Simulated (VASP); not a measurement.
The system is BePd.

```
Be Pd
1.0
     2.81300    0.00000    0.00000
     0.00000    2.81300    0.00000
     0.00000    0.00000    2.81300
Be Pd
1 1
Cartesian
  0.0000 0.0000 0.0000
  1.4065 1.4065 1.4065
```

* Program: VASP 6.6.1
* Task: relaxation of cell and atoms
* Functional: LDA
* Potentials or basis: VASP PAW LDA potentials, release 64 (Be, Pd)
* Cutoff: 600 eV
* k mesh: 12 × 12 × 12
* Occupations: fermi-dirac, width 0.05 eV
* Spin: no spin polarisation

At the start: pressure -7.4 GPa; volume 11.13 Å³/atom.

**Question.** How do energy, volume and symmetry change on relaxing?

**Answer.** Over 3 steps the energy falls by 10.4 meV/atom and the volume is 10.70 Å³/atom (-3.9 %); space group Pm-3m (No. 221, to 0.1 Å) before and after.

Step by step:
```csv
step,energy change (eV),largest force (eV/Å),pressure (GPa),volume (Å³)
1,0.0000,0.0000,-7.40,22.26
2,-0.0030,0.0000,7.89,20.64
3,-0.0208,0.0000,-0.03,21.40
```

Final structure:
```cif
data_structure
_symmetry_space_group_name_H-M 'P 1'
_symmetry_Int_Tables_number 1
_cell_length_a 2.7762
_cell_length_b 2.7762
_cell_length_c 2.7762
_cell_angle_alpha 90.000
_cell_angle_beta 90.000
_cell_angle_gamma 90.000
_cell_volume 21.40
loop_
_atom_site_label
_atom_site_type_symbol
_atom_site_fract_x
_atom_site_fract_y
_atom_site_fract_z
_atom_site_occupancy
Be1 Be 0.00000 0.00000 0.00000 1
Pd1 Pd 0.50000 0.50000 0.50000 1
```
